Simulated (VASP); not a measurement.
Set up this calculation in VASP 6.6.1, as the native input.

```yaml
Task: single point
Functional: PBE
Potentials_or_basis: VASP PAW PBE potentials, release 64 (Mg, Ga_d, S)
Cutoff: 520 eV
k_mesh: 6 × 6 × 8
Occupations: gaussian, width 0.1 eV
Spin: no spin polarisation
Dipole_correction: no
Further_INCAR_settings: ALGO = Fast; EDIFF = 1e-06; NBANDS = 39
```

The structure of MgGa2S5 lies in POSCAR:

```
MgGa2S5
1.0
    7.9100679387      0.0000000000      0.0000000000
   -3.9550339694      6.8503197806      0.0000000000
    0.0000000000      0.0000000000      4.7718061865
Mg Ga S
1 2 5
Direct
    0.0000000000      0.0000000000      0.0000000000
    0.3333333333      0.6666666667      0.5000000000
    0.6666666667      0.3333333333      0.5000000000
    0.3333333333      0.6666666667      0.0000000000
    0.0000000000      0.5000000000      0.5000000000
    0.5000000000      0.5000000000      0.5000000000
    0.5000000000      0.0000000000      0.5000000000
    0.6666666667      0.3333333333      0.0000000000
```

The cell was built from a structure type or drawn by symmetry, and may not be a known phase.

These files were run (other wordings do the same):

INCAR

```
SYSTEM = MgGa2S5
ALGO     = Fast           ! electronic algorithm
EDIFF    = 1E-6           ! SCF threshold, eV
ENCUT    = 520            ! plane-wave cutoff, eV
GGA      = PE             ! functional
ISIF     = 2              ! what is computed and relaxed
ISMEAR   = 0              ! smearing method
LASPH    = .TRUE.         ! aspherical terms in the spheres
LCHARG   = .TRUE.         ! write CHGCAR
LELF     = .TRUE.         ! ELF
LREAL    = .FALSE.        ! projectors in reciprocal space
LVHAR    = .TRUE.       
LWAVE    = .FALSE.        ! write WAVECAR
NBANDS   = 39             ! bands
NELM     = 100            ! most SCF steps
PREC     = Accurate       ! precision mode
SIGMA    = 0.1            ! smearing width, eV
```

KPOINTS

```
k-points
0
G
  6 6 8
  0 0 0
```

Potentials or basis: VASP PAW PBE potentials, release 64 (Mg, Ga_d, S).

Launch:

```bash
$ cat potpaw_PBE.64/Mg/POTCAR potpaw_PBE.64/Ga_d/POTCAR potpaw_PBE.64/S/POTCAR > POTCAR
$ mpirun -np 1 vasp_std > vasp.out
```

It gave:

```json
{"Pressure": "0.0 GPa", "Band gap on the k mesh": "zero (bands 29 and 30 overlap by 0.56 eV)"}
```

It took 7 min on 1 thread of Intel(R) Xeon(R) Platinum 8559C (Emerald Rapids), on a shared host, peak memory 0.54 GiB.
